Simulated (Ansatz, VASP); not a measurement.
## Two plane-wave programs on BN

```xyz
4
Lattice="3.0843 0.0000 0.0000 -1.5421 2.6710 0.0000 0.0000 0.0000 3.7884" Properties=species:S:1:pos:R:3 pbc="T T T"
B     0.0000    1.7807    2.8413
B     1.5421    0.8903    0.9471
N     0.0000    1.7807    0.9471
N     1.5421    0.8903    2.8413
```

Alike in both runs: task single point; functional PBE; k mesh 15 × 15 × 10; occupations gaussian, width 0.01 eV; no spin polarisation.

```csv
,VASP,Ansatz
version,VASP 6.6.1,Ansatz 0.2.0
potentials or method,"VASP PAW PBE potentials, release 64 (B, N), cutoff 520 eV","scalar-relativistic, plane waves, PAW"
valence electrons in the cell,16,16
```

```csv
,VASP,Ansatz,Ansatz less VASP
gap on the k mesh at the Fermi level (eV),0.26,0.26,0.000
least direct gap on the mesh (eV),0.76,0.76,+0.003
pressure (GPa),-51.6,-51.4,+0.17
"traceless stress, the component that is largest in VASP (GPa)",48.14,48.07,-0.068
```

Both programs put the cell under strong tension, so it lies far from rest at this level. With one functional, cell and mesh, what is left measures potentials, basis and numerics.

Noted on VASP's run: the cell as given lies far from equilibrium.
